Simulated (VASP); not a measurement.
Set up this calculation in VASP 6.6.1, as the native input.

- Task: single point
- Functional: r2SCAN
- Potentials or basis: VASP PAW PBE potentials, release 64 (Cd, Se)
- Cutoff: 520 eV
- k mesh: 6 × 6 × 4
- Occupations: gaussian, width 0.01 eV
- Spin: no spin polarisation
- Dipole correction: no
- Further INCAR settings: ALGO = Normal; EDIFF = 1e-06; NBANDS = 26

Crystal: CdSe.

```
Cd Se
1.0
     4.34072    0.00000    0.00000
    -2.17036    3.75918    0.00000
     0.00000    0.00000    7.07666
Cd Se
2 2
Direct
  0.66667 0.33333 0.49995
  0.33333 0.66667 0.99995
  0.66667 0.33333 0.87591
  0.33333 0.66667 0.37591
```

One way to write it, as run:

POSCAR

```
CdSe
1.0
    4.3407228519      0.0000000000      0.0000000000
   -2.1703614260      3.7591762606      0.0000000000
    0.0000000000      0.0000000000      7.0766559034
Cd Se
2 2
Direct
    0.6666666667      0.3333333333      0.4999534092
    0.3333333333      0.6666666667      0.9999534092
    0.6666666667      0.3333333333      0.8759065908
    0.3333333333      0.6666666667      0.3759065908
```

INCAR.step1

```
SYSTEM = CdSe
  ALGO = Normal
  EDIFF = 1E-4
  ENCUT = 520
  GGA = PE
  ISMEAR = 0
  LASPH = .TRUE.
  LCHARG = .FALSE.
  LREAL = .FALSE.
  LWAVE = .TRUE.
  NBANDS = 26
  NELM = 60
  PREC = Accurate
  SIGMA = 0.01
```

INCAR.step2

```
SYSTEM = CdSe
  ALGO = Normal
  EDIFF = 1E-6
  ENCUT = 520
  ISIF = 2
  ISMEAR = 0
  ISTART = 1
  LASPH = .TRUE.
  LCHARG = .FALSE.
  LMIXTAU = .TRUE.
  LREAL = .FALSE.
  LWAVE = .FALSE.
  METAGGA = R2SCAN
  NBANDS = 26
  NELM = 60
  PREC = Accurate
  SIGMA = 0.01
```

KPOINTS

```
k-points
0
G
  6 6 4
  0 0 0
```

Potentials or basis: VASP PAW PBE potentials, release 64 (Cd, Se).

The run is started by

```sh
$ cat potpaw_PBE.64/Cd/POTCAR potpaw_PBE.64/Se/POTCAR > POTCAR
$ cp INCAR.step1 INCAR
$ mpirun -np 1 vasp_std > vasp.out
$ cp INCAR.step2 INCAR
$ mpirun -np 1 vasp_std > vasp.out
```

Results of the run:

- Pressure: 0.2 GPa
- Band gap on the k mesh: 1.09 eV, direct

Caveat: the PAW data sets were made with another functional, which shifts forces and pressure a little.

It took 2.7 min on 1 thread of AMD EPYC 7R43 64-Core Processor (Zen 3), on a shared host, peak memory 0.23 GiB.
